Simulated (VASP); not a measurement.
Input of a VASP 6.6.1 run:

INCAR

```
PREC = Accurate
ENCUT = 520
EDIFF = 1E-6
ISMEAR = 0
SIGMA = 0.05
LREAL = False
LASPH = True
NELM = 100
ALGO = Normal
ISIF = 2
LWAVE = False
LCHARG = False
GGA = PE
NBANDS = 26
```

Contents of KPOINTS:

```
Automatic mesh
0
Gamma
  12 12 4
```

Contents of POSCAR:

```
ZnS
1.0
    3.8454929889      0.0000000000      0.0000000000
   -1.9227464944      3.3302946184      0.0000000000
    0.0000000000      0.0000000000      6.3053333047
Zn S
2 2
Direct
    0.2569609897      0.6284804948     -0.0091503821
    0.6666666667      0.3333333333      0.5052197899
    0.3333333333      0.6666666667      0.3797802101
    0.6666666667      0.3333333333      0.8797802101
```

Potentials or basis: VASP PAW PBE potentials, release 64 (Zn, S).

Launch:

```bash
$ cat potpaw_PBE.64/Zn/POTCAR potpaw_PBE.64/S/POTCAR > POTCAR
$ mpirun -np 1 vasp_std > vasp.out
```

Task: Estimate the largest force.

Result: 2.746 eV/Å.

Task: Predict the pressure.

Result: 1.9 GPa.

Task: What does it give for the band gap on the k mesh?

Result: 2.03 eV, direct.

Stress tensor (GPa, compression positive):
```
 4.79  3.40  2.49
 3.40  0.86  1.44
 2.49  1.44 -0.07
```

Caveat: the cell differs from its parent crystal (atom 1 (Zn) moved +0.270 Å towards its neighbour atom 4 (S) at 2.357 Å); forces of over 1 eV/Å act on the atoms, so gaps and moduli don't describe the material at rest. A k mesh can miss the band edges.
